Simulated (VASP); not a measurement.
Wanted: the native input for a VASP 6.6.1 run.

```
Task                   : single point
Functional             : PBE
Potentials or basis    : VASP PAW PBE potentials, release 64 (Hf_pv, C)
Cutoff                 : 520 eV
k mesh                 : 10 × 10 × 10
Occupations            : gaussian, width 0.028 eV
Spin                   : no spin polarisation
Dipole correction      : no
Further INCAR settings : ALGO = Normal; EDIFF = 1e-06; NBANDS = 14
```

The structure of HfC lies in POSCAR:

```
HfC
1.0
    0.0000000000      2.3250000000      2.3250000000
    2.3250000000      0.0000000000      2.3250000000
    2.3250000000      2.3250000000      0.0000000000
Hf C
1 1
Direct
    0.5000000000      0.5000000000      0.5000000000
    0.0000000000      0.0000000000      0.0000000000
```

These files were run (other wordings do the same):

INCAR

```
SYSTEM = HfC
PREC     = Accurate       ! precision mode
ENCUT    = 520            ! plane-wave cutoff, eV
EDIFF    = 1E-6           ! SCF threshold, eV
ISMEAR   = 0              ! smearing method
SIGMA    = 0.028000000000000004 ! smearing width, eV
LREAL    = .FALSE.        ! projectors in reciprocal space
LASPH    = .TRUE.         ! aspherical terms in the spheres
NELM     = 60             ! most SCF steps
ALGO     = Normal         ! electronic algorithm
ISIF     = 2              ! what is computed and relaxed
LWAVE    = .FALSE.        ! write WAVECAR
LCHARG   = .FALSE.        ! write CHGCAR
GGA      = PE             ! functional
NBANDS   = 14             ! bands
```

KPOINTS

```
regular mesh
0
G
  10 10 10
  0 0 0
```

Potentials or basis: VASP PAW PBE potentials, release 64 (Hf_pv, C).

Launch:

```sh
$ cat potpaw_PBE.64/Hf_pv/POTCAR potpaw_PBE.64/C/POTCAR > POTCAR
$ mpirun -np 1 vasp_std > vasp.out
```

It gave:

```json
{
 "Pressure": "-0.5 GPa",
 "Band gap on the k mesh": "zero (band 7 reaches 6.95 eV, above the bottom of band 8 at 5.55 eV)"
}
```

Caveat: spin-orbit coupling is left out, which moves the levels of the heavy elements.

Wall time 11 s on 1 thread of Intel(R) Xeon(R) Platinum 8259CL CPU @ 2.50GHz (Skylake/Cascade Lake), with other jobs on the host, peak memory 0.15 GiB.
